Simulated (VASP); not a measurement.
# P (P6/mmm) in VASP: notebook

The runs below take P through single point, relaxation of cell and atoms, with PBE.

Program: VASP 6.6.1. These are calculated values, not measurements. Logs are shortened: lines on timing, memory, paths and dates and some standing lists are left out, and cuts for length are marked.

### 1 The cell of the first run

Symmetry: P6/mmm, No. 191, hexagonal system. The conventional cell has a = 2.641 Å, b = 2.641 Å, c = 4.961 Å, α = 90.00°, β = 90.00°, γ = 120.00°. Within 3.1 Å of P (site symmetry 6mm) lie 8 P at 2.35 to 2.64 Å.

### 2 Single point, PBE

File INCAR:

```
SYSTEM = P
  PREC = Accurate
  ENCUT = 520
  EDIFF = 1E-6
  ISMEAR = 0
  SIGMA = 0.1
  LREAL = .False.
  LASPH = .True.
  NELM = 100
  ALGO = Normal
  ISIF = 2
  LWAVE = .False.
  LCHARG = .False.
  GGA = PE
  NBANDS = 12
```

File KPOINTS:

```
Automatic mesh
0
Gamma
  24 24 12
  0 0 0
```

File POSCAR:

```
P
1.0
    2.6414347457      0.0000000000      0.0000000000
   -1.3207173728      2.2875495922      0.0000000000
    0.0000000000      0.0000000000      4.9610935204
P
2
Direct
    0.0000000000      0.0000000000      0.2363796681
    0.0000000000      0.0000000000      0.7636203319
```

Potentials or basis: VASP PAW PBE potentials, release 64 (P).

Started as:

```
$ cat potpaw_PBE.64/P/POTCAR > POTCAR
$ mpirun -np 1 vasp_std > vasp.out
```

OUTCAR:

```text
SYSTEM = P
   PREC = Accurate
   ENCUT = 520
   EDIFF = 1E-6
   ISMEAR = 0
   LREAL = .False.
   LASPH = .True.
   NELM = 100
   ISIF = 2
   GGA = PE

 ion  position               nearest neighbor table
   1  0.000  0.000  0.236-   2 2.35   2 2.62
   2  0.000  0.000  0.764-   1 2.35   1 2.62

  LATTYP: Found a hexagonal cell.
 ALAT       =     2.6414347457
 C/A-ratio  =     1.8781813666

  Lattice vectors:

 A1 = (   2.6414347457,   0.0000000000,   0.0000000000)
 A2 = (  -1.3207173728,   2.2875495922,   0.0000000000)
 A3 = (   0.0000000000,   0.0000000000,   4.9610935204)

Analysis of symmetry for initial positions (statically):
=====================================================================
 Subroutine PRICEL returns:
 Original cell was already a primitive cell.

 Routine SETGRP: Setting up the symmetry group for a
 hexagonal supercell.

 Subroutine GETGRP returns: Found 24 space group operations
 (whereof 24 operations were pure point group operations)
 out of a pool of 24 trial point group operations.

The static configuration has the point symmetry D_6h.

Analysis of symmetry for dynamics (positions and initial velocities):
=====================================================================
 Subroutine PRICEL returns:
 Original cell was already a primitive cell.

 Routine SETGRP: Setting up the symmetry group for a
 hexagonal supercell.

 Subroutine GETGRP returns: Found 24 space group operations
 (whereof 24 operations were pure point group operations)
 out of a pool of 24 trial point group operations.

The dynamic configuration has the point symmetry D_6h.

 Subroutine INISYM returns: Found 24 space group operations
 (whereof 24 operations are pure point group operations),
 and found     1 'primitive' translations

----------------------------------------------------------------------------------------

                                     Primitive cell

  volume of cell :      29.9770

  direct lattice vectors                    reciprocal lattice vectors
     2.641434746  0.000000000  0.000000000     0.378582133  0.218574496  0.000000000
    -1.320717373  2.287549592  0.000000000     0.000000000  0.437148993  0.000000000
     0.000000000  0.000000000  4.961093520     0.000000000  0.000000000  0.201568464

  length of vectors
     2.641434746  2.641434746  4.961093520     0.437148993  0.437148993  0.201568464
[... 88 lines left out ...]
   ISYM   =      2    0-nonsym 1-usesym 2-fastsym
   POTIM  = 0.5000    time-step for ionic-motion
   TEBEG  =    0.0;   TEEND  =   0.0 temperature during run
   PSTRESS=    0.0 pullay stress
   NELECT =      10.0000    total number of electrons
   NUPDOWN=      -1.0000    fix difference up-down
   EMIN   =  10.00;   EMAX   =-10.00  energy-range for DOS
   EFERMI =   0.00;   METHOD = LEGACY
   ISMEAR =     0;   SIGMA  =   0.10  broadening in eV -4-tet -1-fermi 0-gaus
   EFERMI_NEDOS =   21; number of points for ismear=-14 and -15
   IALGO  =     38    algorithm
   IMIX   =      4    mixing-type and parameters
     AMIX     =   0.40;   BMIX     =  1.00
     AMIX_MAG =   1.60;   BMIX_MAG =  1.00
  volume/ion in A,a.u.               =      14.99       101.15
  Fermi-wavevector in a.u.,A,eV,Ry     =   1.135391  2.145578 17.539452  1.289113
  Thomas-Fermi vector in A             =   2.272096
   LORBIT       =      0    0 simple, 1 ext, 2 COOP (PROOUT), +10 PAW based schemes
   GGA     = PE    functional components
   LHFCALC =     F    Hartree Fock is set to
   AEXX    =    0.0000 exact exchange contribution
   IVDW    =     0    specifies the selected vdW correction
   LEPSILON=     F    determine dielectric tensor
   LRPA    =     F    only Hartree local field effects (RPA)
 non-spin polarized calculation
 Gauss-broadening in eV      SIGMA  =   0.10
  energy-cutoff  :      520.00
  volume of cell :       29.98
 maximum number of plane-waves:       829
 NGX is ok and might be reduce to    20
   NGX =  9   NGY =  9   NGZ = 19

 number of electron      10.0000002 magnetization

 Free energy of the ion-electron system (eV)
  ---------------------------------------------------
  ext. energy  EPLUGINS =         0.00000000
  ---------------------------------------------------
  free energy    TOTEN  =        -9.85610527 eV

  energy without entropy =       -9.85237706  energy(sigma->0) =       -9.85424117

 E-fermi :   9.3156     XC(G=0): -11.2287

 val. band max:        9.2991047306   @ k =   0.2083  -0.0000   0.1667
 cond. band min:       9.3317331846   @ k =   0.2083  -0.0000   0.2500
 fundamental gap:      0.0326284540
 Fermi energy:         9.3155590467

 k-point     1 :       0.0000    0.0000    0.0000
  band No.  band energies     occupation
      1      -6.9283      2.00000
      2      -2.7427      2.00000
      3       0.9888      2.00000
      4      14.0995      0.00000
      5      15.2393      0.00000
      6      15.2393      0.00000
      7      16.1553      0.00000
      8      17.7888      0.00000
      9      17.7888      0.00000
     10      20.8217      0.00000
     11      20.8217      0.00000
     12      23.3245      0.00000
[... 331 lines left out ...]
 k-point    24 :       0.4583    0.0417    0.0000
  band No.  band energies     occupation
      1      -1.6777      2.00000
      2       1.4005      2.00000
      3       2.9709      2.00000
      4       4.7462      2.00000
      5       5.0883      2.00000
      6      10.8381      0.00000
      7      11.0546      0.00000
      8      13.7534      0.00000
      9      15.5885      0.00000
     10      17.4309      0.00000
     11      19.8487      0.00000
     12      20.5443      0.00000

 [... further k-points ...]

------------------------ aborting loop because EDIFF is reached ----------------------------------------

  FORCE on cell =-STRESS in cart. coord.  units (eV):
  Direction    XX          YY          ZZ          XY          YZ          ZX
  --------------------------------------------------------------------------------------
  -------------------------------------------------------------------------------------
  Total       -0.0349781     -0.0349781     -0.0473423     -0.0000000      0.0000000     -0.0000000
  in kB       -1.8694739     -1.8694739     -2.5303015     -0.0000000      0.0000000     -0.0000000
  external PRESSURE =      -2.0897498 kB  Pullay stress =       0.0000000 kB

 VOLUME and BASIS-vectors are now :
 -----------------------------------------------------------------------------
  energy-cutoff  :      520.00
  volume of cell :       29.98
      direct lattice vectors                 reciprocal lattice vectors
     2.641434746  0.000000000  0.000000000     0.378582133  0.218574496  0.000000000
    -1.320717373  2.287549592  0.000000000     0.000000000  0.437148993  0.000000000
     0.000000000  0.000000000  4.961093520     0.000000000  0.000000000  0.201568464

 POSITION                                       TOTAL-FORCE (eV/Angst)
 -----------------------------------------------------------------------------------
      0.00000      0.00000      1.17270         0.000000     -0.000000     -0.026920
      0.00000      0.00000      3.78839        -0.000000      0.000000      0.026920
 -----------------------------------------------------------------------------------
    total drift:                               -0.000000     -0.000000      0.000000

  FREE ENERGIE OF THE ION-ELECTRON SYSTEM (eV)
  ---------------------------------------------------
  free  energy   TOTEN  =        -9.8561052740 eV

  energy  without entropy=       -9.8523770567  energy(sigma->0) =       -9.85424117
```

stdout:

```text
POSCAR found type information on POSCAR P
 POSCAR found :  1 types and       2 ions
 scaLAPACK will be used
 LDA part: xc-table for (Slater+PW92), standard interpolation
 POSCAR, INCAR and KPOINTS ok, starting setup
 FFT: planning ... GRIDC
 FFT: planning ... GRID_SOFT
 FFT: planning ... GRID
 WAVECAR not read
 entering main loop
```

Wall time 1.7 min (1 thread of Intel Xeon Platinum 8259CL at 2.50GHz (Skylake/Cascade Lake), shared host); peak memory 0.23 GiB.

Results:

| Quantity | Value |
| --- | --- |
| Free energy | -9.8561 eV |
| Pressure | -0.2 GPa |
| Largest force | 0.027 eV/Å |
| Band gap on the k mesh | zero (band 5 reaches 15.87 eV, above the bottom of band 6 at 5.01 eV) |

Forces on the atoms (eV/Å):
```
P    0.000  0.000 -0.027
P    0.000  0.000  0.027
```

### 3 Relaxation of cell and atoms, PBE

This run uses another cell than the first one, of 15.47 Å³/atom, 1.032 times its volume.

File INCAR:

```
SYSTEM = P
  ALGO = Normal
  EDIFF = 1E-7
  EDIFFG = -0.01
  ENCUT = 600
  GGA = PE
  IBRION = 2
  ISIF = 3
  ISMEAR = 0
  LASPH = .True.
  LCHARG = .False.
  LREAL = .False.
  LWAVE = .False.
  NELM = 100
  NSW = 100
  PREC = Accurate
  SIGMA = 0.1
```

File KPOINTS:

```
k-points
0
Gamma
  24 24 12
  0 0 0
```

File POSCAR:

```
P
1.0
    2.6460853662      0.0000000000      0.0000000000
   -1.3230426831      2.2915771477      0.0000000000
    0.0000000000      0.0000000000      5.1013912653
P
2
Direct
    0.0000000000      0.0000000000      0.2264067318
    0.0000000000      0.0000000000      0.7735932682
```

Potentials or basis: VASP PAW PBE potentials, release 64 (P).

Started as:

```
$ cat potpaw_PBE.64/P/POTCAR > POTCAR
$ mpirun -np 1 vasp_std > vasp.out
```

Run time: 12 min. Hardware: 1 thread of Intel Xeon Platinum 8259CL at 2.50GHz (Skylake/Cascade Lake), shared host; peak memory 0.27 GiB.

It converged, with:

* Free energy: -9.8567 eV
* Relaxed volume: 15.02 Å³/atom
* Relaxed cell: a = 2.639 Å, b = 2.639 Å, c = 4.981 Å, α = 90.00°, β = 90.00°, γ = 120.00°
* Space group after relaxing (to 0.05 Å): P6/mmm (No. 191)
* Energy gained by relaxing: 1.4 meV/atom
* Ionic steps: 14
* Pressure after relaxing: 0.0 GPa
* Band gap on the k mesh: zero (band 5 reaches 15.82 eV, above the bottom of band 6 at 5.04 eV)

Step by step:
```tsv
step	energy change (eV)	largest force (eV/Å)	pressure (GPa)	volume (Å³)
1	0.0000	0.0017	-0.89	30.93
2	-0.0008	0.0677	0.21	30.55
3	-0.0009	0.0547	0.01	30.62
4	-0.0011	0.0420	0.00	30.57
5	-0.0013	0.0133	0.01	30.45
6	-0.0013	0.0199	0.01	30.47
7	-0.0016	0.0172	-0.02	30.43
8	-0.0022	0.0081	-0.07	30.31
9	-0.0027	0.0102	-0.05	30.06
10	-0.0027	0.0130	-0.04	30.02
11	-0.0027	0.0218	0.27	29.97
12	-0.0028	0.0007	0.09	30.00
13	-0.0027	0.0009	-0.13	30.09
14	-0.0028	0.0007	0.01	30.04
```

Final structure:
```xyz
2
Lattice="2.6387 0.0000 0.0000 -1.3194 2.2852 0.0000 0.0000 0.0000 4.9812" Properties=species:S:1:pos:R:3 pbc="T T T"
P     1.3194    2.2852    1.1667
P     0.0000    0.0000    3.8145
```

Levels at points of the mesh, in eV from the Fermi level:
```tsv
k point	band 3	band 4	band 5	band 6	band 7	band 8
(0.00, 0.00, 0.00)	-8.28	4.68	5.97	5.97	6.79	8.51
(0.50, 0.00, 0.00)	-6.22	-4.81	-4.13	1.68	2.07	4.82
(0.00, 0.00, 0.50)	-3.68	-2.39	6.55	6.55	7.44	7.44
(0.50, 0.00, 0.50)	-7.26	-6.38	0.46	2.09	2.72	3.60
```

### 4 Single point, PBE

File INCAR:

```
SYSTEM = P
PREC = Accurate
ENCUT = 520
EDIFF = 1E-6
ISMEAR = 0
SIGMA = 0.1
LREAL = .FALSE.
LASPH = .TRUE.
NELM = 100
ALGO = Normal
ISIF = 2
LWAVE = .FALSE.
LCHARG = .FALSE.
GGA = PE
NBANDS = 12
```

File KPOINTS:

```
regular mesh
0
G
  24 24 12
  0 0 0
```

File POSCAR:

```
P
1.0
    2.6414347457      0.0000000000      0.0000000000
   -1.3207173728      2.2875495922      0.0000000000
    0.0000000000      0.0000000000      4.9610935204
P
2
Direct
    0.0000000000      0.0000000000      0.2363796681
    0.0000000000      0.0000000000      0.7636203319
```

Started as:

```
$ cat potpaw_PBE.64/P/POTCAR > POTCAR
$ mpirun -np 1 vasp_std > vasp.out
```

Run time: 1.8 min. Hardware: 1 thread of Intel Xeon Platinum 8259CL at 2.50GHz (Skylake/Cascade Lake), shared host; peak memory 0.23 GiB.

Results (log left out):

- Free energy: -9.8561 eV
- Pressure: -0.2 GPa
- Largest force: 0.027 eV/Å
- Band gap on the k mesh: zero (band 5 reaches 15.87 eV, above the bottom of band 6 at 5.01 eV)

Forces on the atoms (eV/Å):
```
P    0.000  0.000 -0.027
P    0.000  0.000  0.027
```

Levels at points of the mesh, in eV from the Fermi level:
```tsv
k point	band 3	band 4	band 5	band 6	band 7	band 8
(0.00, 0.00, 0.00)	-8.33	4.78	5.92	5.92	6.84	8.47
(0.50, 0.00, 0.00)	-6.21	-4.79	-4.21	1.64	2.03	4.81
(0.00, 0.00, 0.50)	-3.56	-2.45	6.55	6.55	7.33	7.33
(0.50, 0.00, 0.50)	-7.21	-6.44	0.57	1.98	2.74	3.51
```
